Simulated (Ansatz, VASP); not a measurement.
One calculation of Li2O, two programs

File INCAR:

```
  PREC = Accurate
  ENCUT = 750
  EDIFF = 1E-6
  ISMEAR = 0
  SIGMA = 0.02
  LREAL = False
  LASPH = True
  NELM = 120
  ALGO = Normal
  ISIF = 2
  LWAVE = False
  LCHARG = True
  GGA = PS
  LELF = True
  LVHAR = True
  NBANDS = 13
  GGA_COMPAT = False
```

KPOINTS

```
Automatic mesh
0
Gamma
  8 8 8
```

File POSCAR:

```
Li2O
1.0
    0.0000000000      2.3281838550      2.3281838550
    2.3281838550      0.0000000000      2.3281838550
    2.3281838550      2.3281838550      0.0000000000
Li O
2 1
Direct
    0.2500000000      0.2500000000      0.2500000000
    0.7500000000      0.7500000000      0.7500000000
    0.0000000000      0.0000000000      0.0000000000
```

Input for Ansatz:

```yaml
crystal:
  lattice:
    - [0.0, 2.328183855, 2.328183855]
    - [2.328183855, 0.0, 2.328183855]
    - [2.328183855, 2.328183855, 0.0]
  atoms:
    - { symbol: Li, position: [0.25, 0.25, 0.25] }
    - { symbol: Li, position: [0.75, 0.75, 0.75] }
    - { symbol: O, position: [0.0, 0.0, 0.0] }
basis:
  ecutwfc: 420
kpoints:
  mp_grid: { grid: [8, 8, 8] }
hamiltonian:
  xc: pbesol
scf:
  occupations: { method: gaussian, width: 0.02 }
output:
  forces: true
  stress: true
  eigenvalues: true
  populations: true
```

Alike in both runs: task single point; functional PBEsol; k mesh 8 × 8 × 8; occupations gaussian, width 0.02 eV; no spin polarisation.

```csv
,VASP,Ansatz
version,VASP 6.6.1,Ansatz 0.2.0
potentials or method,"VASP PAW PBE potentials, release 64 (Li_sv, O), cutoff 750 eV","scalar-relativistic, plane waves, PAW"
valence electrons in the cell,12,12
```

|  | VASP | Ansatz | Ansatz less VASP |
| --- | --- | --- | --- |
| gap on the k mesh at the Fermi level (eV) | 4.78 | 4.79 | +0.008 |
| least direct gap on the mesh (eV) | 4.98 | 4.98 | 0.000 |
| pressure (GPa) | -3.7 | -3.7 | -0.02 |

VASP's potentials were made for PBE, not for PBEsol.
